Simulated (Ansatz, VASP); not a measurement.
## One calculation of BN, two programs

```xyz
4
Lattice="2.5122 0.0000 0.0000 -1.2561 2.1756 0.0490 0.0000 0.1877 8.3437" Properties=species:S:1:pos:R:3 pbc="T T T"
B     0.0000    1.4973    2.1186
B     1.2561    0.8660    6.2741
N     0.0000    1.5912    6.2904
N     1.2561    0.7721    2.1022
```

Change from the starting cell: strain +0.0450 x Voigt [0, 0, 0, 1, 0, 0], atoms carried along.

Alike in both runs: task single point; functional PBE; k mesh 12 × 12 × 4; occupations gaussian, width 0.05 eV; no spin polarisation.

```csv
,VASP,Ansatz
version,VASP 6.6.1,Ansatz 0.2.0
potentials or method,"VASP PAW PBE potentials, release 64 (B, N), cutoff 520 eV","scalar-relativistic, plane waves, PAW"
valence electrons in the cell,16,16
```

Ansatz gave:

- gap on the k mesh at the Fermi level (eV): 4.38
- least direct gap on the mesh (eV): 4.59
- pressure (GPa): -0.1
- traceless stress, the component that is largest in VASP (GPa): 0.02

**Question.** What did VASP give for the same quantities?

**Answer.** gap on the k mesh at the Fermi level (eV): 4.38; least direct gap on the mesh (eV): 4.59; pressure (GPa): 0.0; traceless stress, the component that is largest in VASP (GPa): 0.10.

With one functional, cell and mesh, what is left measures potentials, basis and numerics.
